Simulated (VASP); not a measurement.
Crystal: Ni.

```
CELL_PARAMETERS angstrom
-1.72807 1.72807 1.71961
1.72807 -1.72807 1.71961
1.72807 1.72807 -1.71961
ATOMIC_POSITIONS crystal
Ni 0.50000 0.50000 0.00000
```

This isn't the form of Ni at room conditions, which is fcc.

```yaml
Program: VASP 6.6.1
Task: relaxation of cell and atoms
Functional: PBE
Potentials_or_basis: VASP PAW PBE potentials, release 64 (Ni)
Cutoff: 600 eV
k_mesh: 8 × 8 × 8
Occupations: gaussian, width 0.1 eV
Spin: collinear spin, ferromagnetic start
Starting_moments: "[0.93] μB"
```

At the start: pressure -25.0 GPa; volume 20.54 Å³/atom.

How do energy, volume and symmetry change on relaxing?

Over 3 steps the energy falls by 1400.3 meV/atom and the volume is 11.01 Å³/atom (-46.4 %); space group Im-3m (No. 229, to 0.1 Å) before and after; moment 0.57 μB per cell.

Step by step:
| step | energy change (eV) | largest force (eV/Å) | pressure (GPa) | volume (Å³) |
| --- | --- | --- | --- | --- |
| 1 | 0.0000 | 0.0000 | -24.96 | 20.54 |
| 2 | -1.3154 | 0.0000 | -17.04 | 12.42 |
| 3 | -1.4003 | 0.0000 | -0.02 | 11.01 |

Final structure:
```
Ni
1.0
    -1.40398    1.40398    1.39582
     1.40398   -1.40398    1.39582
     1.40398    1.40398   -1.39582
Ni
1
Direct
  0.50000 0.50000 0.00000
```

Caveat: the volume moved by over 15 % at a fixed basis, so the end points are rough.
